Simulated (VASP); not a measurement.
# KNaICl (Pmmm) in VASP: a series of runs

KNaICl is run at these levels: LDA; tasks: single point.

All numbers are computed with VASP 6.6.1; they aren't measurements. Logs are shortened: lines on timing, memory, paths and dates and some standing lists are left out, and cuts for length are marked.

## (1) The cell of the first run

The structure is orthorhombic, space group Pmmm (No. 47). Conventional cell: a = 4.059 Å, b = 4.961 Å, c = 6.819 Å, α = 90.00°, β = 90.00°, γ = 90.00°. K (site symmetry mmm) has 4 Cl at 3.21 Å and 2 I at 3.41 Å and 2 K at 4.06 Å within 4.2 Å. Na (site symmetry mmm) has 4 I at 3.21 Å and 2 Cl at 3.41 Å and 2 Na at 4.06 Å within 4.2 Å. I (site symmetry mmm) has 4 Na at 3.21 Å and 2 K at 3.41 Å and 2 I at 4.06 Å within 4.2 Å. Cl (site symmetry mmm) has 4 K at 3.21 Å and 2 Na at 3.41 Å and 2 Cl at 4.06 Å within 4.2 Å.

## (2) Single point, LDA (strain -0.1000 x Voigt [1, -1, 0, 0, 0, 0])

Contents of INCAR:

```
SYSTEM = KNaICl
PREC = Accurate ; ENCUT = 520
EDIFF = 1E-6 ; ISMEAR = 0
SIGMA = 0.05 ; LREAL = .False.
LASPH = .True. ; NELM = 100
ALGO = Normal ; ISIF = 2
LWAVE = .False. ; LCHARG = .True.
LELF = .True. ; LVHAR = .True.
NBANDS = 23
```

Contents of KPOINTS:

```
regular mesh
0
Gamma
  6 6 4
  0 0 0
```

Contents of POSCAR:

```
KNaICl
1.0
    4.0593600000      0.0000000000      0.0000000000
    0.0000000000      4.9614400000      0.0000000000
    0.0000000000      0.0000000000      6.8190640000
K Na I Cl
1 1 1 1
Direct
    0.5000000000      0.5000000000      0.5000000000
    0.0000000000      0.0000000000      0.0000000000
    0.5000000000      0.5000000000      0.0000000000
    0.0000000000      0.0000000000      0.5000000000
```

Potentials or basis: VASP PAW LDA potentials, release 64 (K_sv, Na_pv, I, Cl).

Started as:

```sh
$ cat potpaw_LDA.64/K_sv/POTCAR potpaw_LDA.64/Na_pv/POTCAR potpaw_LDA.64/I/POTCAR potpaw_LDA.64/Cl/POTCAR > POTCAR
$ mpirun -np 1 vasp_std > vasp.out
```

OUTCAR:

```text
SYSTEM = KNaICl
   PREC = Accurate
   ENCUT = 520
   EDIFF = 1E-6
   ISMEAR = 0
   LREAL = .False.
   LASPH = .True.
   NELM = 100
   ISIF = 2

 ion  position               nearest neighbor table
   1  0.500  0.500  0.500-   4 3.21   4 3.21   4 3.21   4 3.21   3 3.41   3 3.41
   2  0.000  0.000  0.000-
   3  0.500  0.500  0.000-   1 3.41   1 3.41
   4  0.000  0.000  0.500-   1 3.21   1 3.21   1 3.21   1 3.21

  LATTYP: Found a simple orthorhombic cell.
 ALAT       =     4.0593600000
 B/A-ratio  =     1.2222222222
 C/A-ratio  =     1.6798372157

  Lattice vectors:

 A1 = (   4.0593600000,   0.0000000000,   0.0000000000)
 A2 = (   0.0000000000,   4.9614400000,   0.0000000000)
 A3 = (   0.0000000000,   0.0000000000,   6.8190640000)

Analysis of symmetry for initial positions (statically):
=====================================================================
 Subroutine PRICEL returns:
 Original cell was already a primitive cell.

 Routine SETGRP: Setting up the symmetry group for a
 simple orthorhombic supercell.

 Subroutine GETGRP returns: Found  8 space group operations
 (whereof  8 operations were pure point group operations)
 out of a pool of  8 trial point group operations.

The static configuration has the point symmetry D_2h.

Analysis of symmetry for dynamics (positions and initial velocities):
=====================================================================
 Subroutine PRICEL returns:
 Original cell was already a primitive cell.

 Routine SETGRP: Setting up the symmetry group for a
 simple orthorhombic supercell.

 Subroutine GETGRP returns: Found  8 space group operations
 (whereof  8 operations were pure point group operations)
 out of a pool of  8 trial point group operations.

The dynamic configuration has the point symmetry D_2h.

 Subroutine INISYM returns: Found  8 space group operations
 (whereof  8 operations are pure point group operations),
 and found     1 'primitive' translations

----------------------------------------------------------------------------------------

                                     Primitive cell

  volume of cell :     137.3378

  direct lattice vectors                    reciprocal lattice vectors
     4.059360000  0.000000000  0.000000000     0.246344251  0.000000000  0.000000000
     0.000000000  4.961440000  0.000000000     0.000000000  0.201554387  0.000000000
     0.000000000  0.000000000  6.819064000     0.000000000  0.000000000  0.146647692

  length of vectors
     4.059360000  4.961440000  6.819064000     0.246344251  0.201554387  0.146647692

  position of ions in fractional coordinates (direct lattice)
     0.500000000  0.500000000  0.500000000
     0.000000000  0.000000000  0.000000000
     0.500000000  0.500000000  0.000000000
     0.000000000  0.000000000  0.500000000

  ion indices of the primitive-cell ions
   primitive index   ion index
                 1           1
                 2           2
                 3           3
                 4           4

----------------------------------------------------------------------------------------

 KPOINTS: regular mesh

Automatic generation of k-mesh.
 Grid dimensions read from file:
 generate k-points for:    6    6    4

 Generating k-lattice:

  Cartesian coordinates                     Fractional coordinates (reciprocal lattice)
     0.041057375  0.000000000  0.000000000     0.166666667  0.000000000  0.000000000
     0.000000000  0.033592398  0.000000000     0.000000000  0.166666667  0.000000000
     0.000000000  0.000000000  0.036661923     0.000000000  0.000000000  0.250000000

  Length of vectors
     0.041057375  0.033592398  0.036661923

  Shift w.r.t. Gamma in fractional coordinates (k-lattice)
     0.000000000  0.000000000  0.000000000

 Subroutine IBZKPT returns following result:
 ===========================================

 Found     48 irreducible k-points:

 Following reciprocal coordinates:
            Coordinates               Weight
  0.000000  0.000000  0.000000      1.000000
  0.166667  0.000000  0.000000      2.000000
  0.333333  0.000000  0.000000      2.000000
  0.500000  0.000000  0.000000      1.000000
  0.000000  0.166667  0.000000      2.000000
  0.166667  0.166667  0.000000      4.000000
[... 16 lines left out ...]
  0.333333  0.166667  0.250000      8.000000
  0.500000  0.166667  0.250000      4.000000
 [... further k-points ...]
   k-points           NKPTS =     48   k-points in BZ     NKDIM =     48   number of bands    NBANDS=     23
   number of dos      NEDOS =    301   number of ions     NIONS =      4
   total plane-waves  NPLWV =  64800
   dimension x,y,z NGX =    30 NGY =   40 NGZ =   54
   dimension x,y,z NGXF=    60 NGYF=   80 NGZF=  108
   ions per type =               1   1   1   1
   NGX,Y,Z   is equivalent  to a cutoff of  12.29, 13.40, 13.16 a.u.
   NGXF,Y,Z  is equivalent  to a cutoff of  24.57, 26.81, 26.33 a.u.
 SYSTEM =  KNaICl
   PREC   = accura    normal or accurate (medium, high low for compatibility)
   ISTART =      0    job   : 0-new  1-cont  2-samecut
   ICHARG =      2    charge: 1-file 2-atom 10-const
   ISPIN  =      1    spin polarized calculation?
   LNONCOLLINEAR =      F non collinear calculations
   LSORBIT =      F    spin-orbit coupling
   LASPH  =      T    aspherical Exc in radial PAW
   ENCUT  =  520.0 eV  38.22 Ry    6.18 a.u.   7.55  9.22 12.68*2*pi/ulx,y,z
   NELM   =    100;   NELMIN=  2; NELMDL= -5     # of ELM steps
   EDIFF  = 0.1E-05   stopping-criterion for ELM
   LREAL  =      F    real-space projection
   EDIFFG = 0.1E-04   stopping-criterion for IOM
   NSW    =      0    number of steps for IOM
   IBRION =     -1    ionic relax: 0-MD 1-quasi-New 2-CG
   NFREE  =      0    steps in history (QN), initial steepest desc. (CG)
   ISIF   =      2    stress and relaxation
   ISYM   =      2    0-nonsym 1-usesym 2-fastsym
   POTIM  = 0.5000    time-step for ionic-motion
   TEBEG  =    0.0;   TEEND  =   0.0 temperature during run
   PSTRESS=    0.0 pullay stress
   NELECT =      30.0000    total number of electrons
   NUPDOWN=      -1.0000    fix difference up-down
   EMIN   =  10.00;   EMAX   =-10.00  energy-range for DOS
   EFERMI =   0.00;   METHOD = LEGACY
   ISMEAR =     0;   SIGMA  =   0.05  broadening in eV -4-tet -1-fermi 0-gaus
   EFERMI_NEDOS =   21; number of points for ismear=-14 and -15
   IALGO  =     38    algorithm
   IMIX   =      4    mixing-type and parameters
     AMIX     =   0.40;   BMIX     =  1.00
     AMIX_MAG =   1.60;   BMIX_MAG =  1.00
  volume/ion in A,a.u.               =      34.33       231.70
  Fermi-wavevector in a.u.,A,eV,Ry     =   0.985943  1.863162 13.226005  0.972084
  Thomas-Fermi vector in A             =   2.117288
   LORBIT       =      0    0 simple, 1 ext, 2 COOP (PROOUT), +10 PAW based schemes
   GGA     = CA    functional components
   LHFCALC =     F    Hartree Fock is set to
   AEXX    =    0.0000 exact exchange contribution
   IVDW    =     0    specifies the selected vdW correction
   LEPSILON=     F    determine dielectric tensor
   LRPA    =     F    only Hartree local field effects (RPA)
 non-spin polarized calculation
 Gauss-broadening in eV      SIGMA  =   0.05
  energy-cutoff  :      520.00
  volume of cell :      137.34
 maximum number of plane-waves:      3726
   NGX = 15   NGY = 19   NGZ = 25

 number of electron      29.9999993 magnetization

 Free energy of the ion-electron system (eV)
  ---------------------------------------------------
  ext. energy  EPLUGINS =         0.00000000
  ---------------------------------------------------
  free energy    TOTEN  =       -12.98239144 eV

  energy without entropy =      -12.98239144  energy(sigma->0) =      -12.98239144

 E-fermi :   0.0272     XC(G=0):  -7.8761

 val. band max:       -0.2550644734   @ k =   0.0000   0.5000   0.0000
 cond. band min:       2.6519841720   @ k =   0.0000   0.0000   0.0000
 fundamental gap:      2.9070486454
 Fermi energy:         0.0272232049

 k-point     1 :       0.0000    0.0000    0.0000
  band No.  band energies     occupation
      1     -28.3625      2.00000
      2     -23.2004      2.00000
      3     -23.1826      2.00000
      4     -23.1826      2.00000
      5     -13.0432      2.00000
      6     -12.1795      2.00000
[... 15 lines left out ...]
     22       7.5603      0.00000
     23       7.8902      0.00000

 k-point     2 :       0.1667    0.0000    0.0000
  band No.  band energies     occupation
      1     -28.3599      2.00000
      2     -23.2026      2.00000
      3     -23.1824      2.00000
      4     -23.1822      2.00000
      5     -13.0725      2.00000
      6     -12.1743      2.00000
[... 15 lines left out ...]
     22       7.7546      0.00000
     23       7.8126      0.00000

 k-point     3 :       0.3333    0.0000    0.0000
  band No.  band energies     occupation
      1     -28.3546      2.00000
      2     -23.2071      2.00000
      3     -23.1820      2.00000
      4     -23.1815      2.00000
      5     -13.1319      2.00000
      6     -12.1639      2.00000
[... 15 lines left out ...]
     22       7.5059      0.00000
     23       7.5457      0.00000

 k-point     4 :       0.5000    0.0000    0.0000
  band No.  band energies     occupation
      1     -28.3519      2.00000
      2     -23.2093      2.00000
      3     -23.1819      2.00000
      4     -23.1812      2.00000
      5     -13.1617      2.00000
      6     -12.1586      2.00000
[... 15 lines left out ...]
     22       7.3404      0.00000
     23       7.3613      0.00000

 k-point     5 :       0.0000    0.1667    0.0000
  band No.  band energies     occupation
      1     -28.3622      2.00000
      2     -23.2003      2.00000
      3     -23.1831      2.00000
      4     -23.1825      2.00000
      5     -13.1070      2.00000
      6     -12.1786      2.00000
[... 434 lines left out ...]
 k-point    22 :       0.1667    0.1667    0.2500
  band No.  band energies     occupation
      1     -28.3596      2.00000
      2     -23.2025      2.00000
      3     -23.1827      2.00000
      4     -23.1824      2.00000
      5     -13.1047      2.00000
      6     -12.2512      2.00000
[... 15 lines left out ...]
     22       7.7683      0.00000
     23       7.9606      0.00000

 k-point    23 :       0.3333    0.1667    0.2500
  band No.  band energies     occupation
      1     -28.3544      2.00000
      2     -23.2070      2.00000
      3     -23.1820      2.00000
      4     -23.1819      2.00000
      5     -13.1114      2.00000
      6     -12.2279      2.00000
[... 15 lines left out ...]
     22       8.0984      0.00000
     23       8.3688      0.00000

 k-point    24 :       0.5000    0.1667    0.2500
  band No.  band energies     occupation
      1     -28.3517      2.00000
      2     -23.2092      2.00000
      3     -23.1819      2.00000
      4     -23.1815      2.00000
      5     -13.1188      2.00000
      6     -12.2172      2.00000
[... 15 lines left out ...]
     22       8.2240      0.00000
     23       8.4793      0.00000

 [... further k-points ...]

------------------------ aborting loop because EDIFF is reached ----------------------------------------

  FORCE on cell =-STRESS in cart. coord.  units (eV):
  Direction    XX          YY          ZZ          XY          YZ          ZX
  --------------------------------------------------------------------------------------
  -------------------------------------------------------------------------------------
  Total       -0.1263897     -3.2012216     -1.7046776      0.0000000      0.0000000      0.0000000
  in kB       -1.4744573    -37.3453250    -19.8867013      0.0000000      0.0000000      0.0000000
  external PRESSURE =     -19.5688279 kB  Pullay stress =       0.0000000 kB

 VOLUME and BASIS-vectors are now :
 -----------------------------------------------------------------------------
  energy-cutoff  :      520.00
  volume of cell :      137.34
      direct lattice vectors                 reciprocal lattice vectors
     4.059360000  0.000000000  0.000000000     0.246344251  0.000000000  0.000000000
     0.000000000  4.961440000  0.000000000     0.000000000  0.201554387  0.000000000
     0.000000000  0.000000000  6.819064000     0.000000000  0.000000000  0.146647692

 POSITION                                       TOTAL-FORCE (eV/Angst)
 -----------------------------------------------------------------------------------
      2.02968      2.48072      3.40953         0.000000      0.000000      0.000000
      0.00000      0.00000      0.00000         0.000000      0.000000      0.000000
      2.02968      2.48072      0.00000         0.000000      0.000000      0.000000
      0.00000      0.00000      3.40953         0.000000      0.000000      0.000000
 -----------------------------------------------------------------------------------
    total drift:                                0.000000      0.000000      0.000000

  FREE ENERGIE OF THE ION-ELECTRON SYSTEM (eV)
  ---------------------------------------------------
  free  energy   TOTEN  =       -12.9823914442 eV

  energy  without entropy=      -12.9823914442  energy(sigma->0) =      -12.98239144
```

Run time: 3.1 min. Hardware: 1 thread of Oxide Virtual Turin-like, shared host; peak memory 0.27 GiB.

What came out:

| Property | Result |
| --- | --- |
| Free energy | -12.9824 eV |
| Pressure | -2.0 GPa |
| Band gap on the k mesh | 2.91 eV (least direct gap 2.92 eV) |

Levels at points of the mesh, in eV from the valence-band top:
```csv
k point,band 11,band 12,band 13,band 14,band 15,band 16,band 17,band 18,band 19,band 20
"(0.00, 0.00, 0.00)",-1.42,-0.98,-0.71,-0.69,-0.01,2.91,4.66,5.98,6.35,7.11
"(0.50, 0.00, 0.00)",-1.75,-1.37,-1.27,-0.93,-0.89,5.13,5.36,6.18,6.74,6.84
"(0.00, 0.50, 0.00)",-1.71,-1.42,-1.18,-0.79,0.00,5.37,5.58,5.85,6.76,7.83
"(0.50, 0.50, 0.00)",-1.83,-1.22,-1.18,-1.18,-0.77,3.99,4.87,5.28,6.45,8.30
"(0.00, 0.00, 0.50)",-1.45,-1.27,-1.18,-0.67,-0.05,3.79,5.00,5.96,6.20,7.70
"(0.50, 0.00, 0.50)",-1.91,-1.37,-1.05,-0.97,-0.94,4.83,4.88,6.52,7.12,7.90
"(0.00, 0.50, 0.50)",-2.04,-1.07,-1.02,-0.79,-0.01,4.67,5.54,6.79,6.89,7.75
"(0.50, 0.50, 0.50)",-1.65,-1.47,-1.28,-1.25,-1.08,4.58,6.11,6.57,6.72,6.75
```

Caveat: the cell differs from its parent crystal (strain -0.1000 x Voigt [1, -1, 0, 0, 0, 0]); spin-orbit coupling is left out, which moves the levels of the heavy elements. A k mesh can miss the band edges.

## (3) Single point, LDA (strain +0.0750 x Voigt [1, -1, 0, 0, 0, 0])

Contents of INCAR:

```
SYSTEM = KNaICl
  ALGO = Normal
  EDIFF = 1E-7
  ENCUT = 520
  GGA = CA
  ISIF = 2
  ISMEAR = 0
  LASPH = .True.
  LCHARG = .False.
  LREAL = .False.
  LWAVE = .False.
  NBANDS = 23
  NELM = 80
  PREC = Accurate
  SIGMA = 0.05
```

Contents of KPOINTS:

```
k-points
0
Gamma
  6 6 4
  0 0 0
```

POSCAR, as its differences from that of step 2:

```diff
@@ -2,4 +2,4 @@
 1.0
-    4.0593600000      0.0000000000      0.0000000000
-    0.0000000000      4.9614400000      0.0000000000
+    4.8486800000      0.0000000000      0.0000000000
+    0.0000000000      4.1721200000      0.0000000000
     0.0000000000      0.0000000000      6.8190640000
```

Potentials or basis: VASP PAW LDA potentials, release 64 (K_sv, Na_pv, I, Cl).

Started as:

```sh
$ cat potpaw_LDA.64/K_sv/POTCAR potpaw_LDA.64/Na_pv/POTCAR potpaw_LDA.64/I/POTCAR potpaw_LDA.64/Cl/POTCAR > POTCAR
$ mpirun -np 1 vasp_std > vasp.out
```

It took 2.4 min on 1 thread of Oxide Virtual Turin-like, shared host; peak memory 0.27 GiB.

Results (log left out):

| Quantity | Value |
| --- | --- |
| Free energy | -13.0414 eV |
| Pressure | -2.0 GPa |
| Band gap on the k mesh | 3.16 eV (least direct gap 3.18 eV) |

Stress tensor (GPa, compression positive):
```
-3.32  0.00  0.00
 0.00 -0.76  0.00
 0.00  0.00 -1.88
```

Levels at points of the mesh, in eV from the valence-band top:
```
           k point  band 12  band 13  band 14  band 15  band 16  band 17  band 18  band 19
(0.00, 0.00, 0.00)    -0.73    -0.61    -0.50    -0.02     3.16     5.00     5.98     6.75
(0.50, 0.00, 0.00)    -1.22    -0.95    -0.72     0.00     5.60     5.78     6.14     6.89
(0.00, 0.50, 0.00)    -1.15    -1.10    -0.73    -0.69     5.38     5.61     6.37     6.99
(0.50, 0.50, 0.00)    -1.02    -1.01    -0.99    -0.60     4.18     5.12     5.42     6.66
(0.00, 0.00, 0.50)    -0.96    -0.95    -0.58    -0.07     4.08     5.26     6.13     6.27
(0.50, 0.00, 0.50)    -0.86    -0.83    -0.72    -0.01     4.90     5.64     7.20     7.21
(0.00, 0.50, 0.50)    -1.15    -0.86    -0.79    -0.70     5.05     5.09     6.91     7.36
(0.50, 0.50, 0.50)    -1.24    -1.11    -1.07    -0.91     4.77     6.37     6.82     6.86
```

Caveat: the cell differs from its parent crystal (strain +0.0750 x Voigt [1, -1, 0, 0, 0, 0]); spin-orbit coupling is left out, which moves the levels of the heavy elements. A k mesh can miss the band edges.

## (4) Single point, LDA (strain +0.0875 x Voigt [1, -1, 0, 0, 0, 0])

Contents of INCAR:

```
  ALGO = Normal
  EDIFF = 1E-6
  ENCUT = 520
  GGA = CA
  ISIF = 2
  ISMEAR = 0
  LASPH = True
  LCHARG = False
  LREAL = False
  LWAVE = False
  NBANDS = 23
  NELM = 80
  PREC = Accurate
  SIGMA = 0.05
```

Contents of KPOINTS:

```
k-points
0
Gamma
  6 6 4
```

POSCAR, as its differences from that of step 3:

```diff
@@ -2,4 +2,4 @@
 1.0
-    4.8486800000      0.0000000000      0.0000000000
-    0.0000000000      4.1721200000      0.0000000000
+    4.9050600000      0.0000000000      0.0000000000
+    0.0000000000      4.1157400000      0.0000000000
     0.0000000000      0.0000000000      6.8190640000
```

Started as:

```sh
$ cat potpaw_LDA.64/K_sv/POTCAR potpaw_LDA.64/Na_pv/POTCAR potpaw_LDA.64/I/POTCAR potpaw_LDA.64/Cl/POTCAR > POTCAR
$ mpirun -np 1 vasp_std > vasp.out
```

Run time: 2.1 min. Hardware: 1 thread of Oxide Virtual Turin-like, shared host; peak memory 0.27 GiB.

It converged, with:

| Quantity | Value |
| --- | --- |
| Free energy | -13.0144 eV |
| Pressure | -2.0 GPa |
| Band gap on the k mesh | 3.04 eV (least direct gap 3.06 eV) |

Stress tensor (GPa, compression positive):
```
-3.53  0.00  0.00
 0.00 -0.47  0.00
 0.00  0.00 -1.93
```

Levels at points of the mesh, in eV from the valence-band top:
| k point | band 12 | band 13 | band 14 | band 15 | band 16 | band 17 | band 18 | band 19 |
| --- | --- | --- | --- | --- | --- | --- | --- | --- |
| (0.00, 0.00, 0.00) | -0.86 | -0.64 | -0.60 | -0.01 | 3.04 | 4.83 | 5.98 | 6.55 |
| (0.50, 0.00, 0.00) | -1.32 | -1.06 | -0.75 | 0.00 | 5.49 | 5.69 | 6.00 | 6.82 |
| (0.00, 0.50, 0.00) | -1.26 | -1.18 | -0.81 | -0.81 | 5.26 | 5.49 | 6.28 | 6.92 |
| (0.50, 0.50, 0.00) | -1.11 | -1.09 | -1.08 | -0.68 | 4.09 | 5.00 | 5.36 | 6.56 |
| (0.00, 0.00, 0.50) | -1.11 | -1.06 | -0.62 | -0.06 | 3.94 | 5.14 | 6.05 | 6.24 |
| (0.50, 0.00, 0.50) | -0.96 | -0.92 | -0.75 | -0.01 | 4.79 | 5.59 | 7.00 | 7.06 |
| (0.00, 0.50, 0.50) | -1.26 | -0.95 | -0.88 | -0.82 | 4.96 | 4.97 | 6.72 | 7.25 |
| (0.50, 0.50, 0.50) | -1.35 | -1.19 | -1.16 | -0.99 | 4.68 | 6.24 | 6.70 | 6.81 |

Caveat: the cell differs from its parent crystal (strain +0.0875 x Voigt [1, -1, 0, 0, 0, 0]); spin-orbit coupling is left out, which moves the levels of the heavy elements.

[end of part 1 of 2]
